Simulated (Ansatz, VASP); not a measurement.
# MgS in VASP and in Ansatz

Contents of INCAR:

```
  ALGO = Normal
  EDIFF = 1E-6
  ENCUT = 520
  GGA = PE
  ISIF = 2
  ISMEAR = 0
  LASPH = T
  LCHARG = T
  LELF = T
  LREAL = F
  LVHAR = T
  LWAVE = F
  NBANDS = 11
  NELM = 60
  PREC = Accurate
  SIGMA = 0.01
```

The input KPOINTS:

```
k-points
0
Gamma
  8 8 8
```

The input POSCAR:

```
MgS
1.0
    0.0000000000      2.5614349396      2.5614349396
    2.5614349396      0.0000000000      2.5614349396
    2.5614349396      2.5614349396      0.0000000000
Mg S
1 1
Direct
    0.0000000000      0.0000000000      0.0000000000
    0.5000000000      0.5000000000      0.5000000000
```

Input for Ansatz:

```yaml
crystal:
  lattice:
    - [0.0, 2.5614349396, 2.5614349396]
    - [2.5614349396, 0.0, 2.5614349396]
    - [2.5614349396, 2.5614349396, 0.0]
  atoms:
    - { symbol: Mg, position: [0.0, 0.0, 0.0] }
    - { symbol: S, position: [0.5, 0.5, 0.5] }
kpoints:
  mp_grid: { grid: [8, 8, 8] }
hamiltonian:
  xc: pbe
scf:
  occupations: { method: fixed }
  n_extra_bands: 4
output:
  forces: true
  stress: true
  eigenvalues: true
```

Alike in both runs: task single point; functional PBE; k mesh 8 × 8 × 8; no spin polarisation.

```csv
,VASP,Ansatz
version,VASP 6.6.1,Ansatz 0.2.0
potentials or method,"VASP PAW PBE potentials, release 64 (Mg, S)","plane waves, PAW"
plane-wave cutoff (eV),520,420
occupations,"gaussian, width 0.01 eV",fixed
valence electrons in the cell,8,16
```

Ansatz gave:

```
gap on the k mesh at the Fermi level (eV) : 2.89
pressure (GPa)                            : 5.2
```

Question: Estimate VASP's values.

Answer: gap on the k mesh at the Fermi level (eV): 2.88; pressure (GPa): 4.9.

VASP's potentials hold 8 valence electrons a cell and Ansatz's 16, so a difference there can come from the potentials and not from the codes.
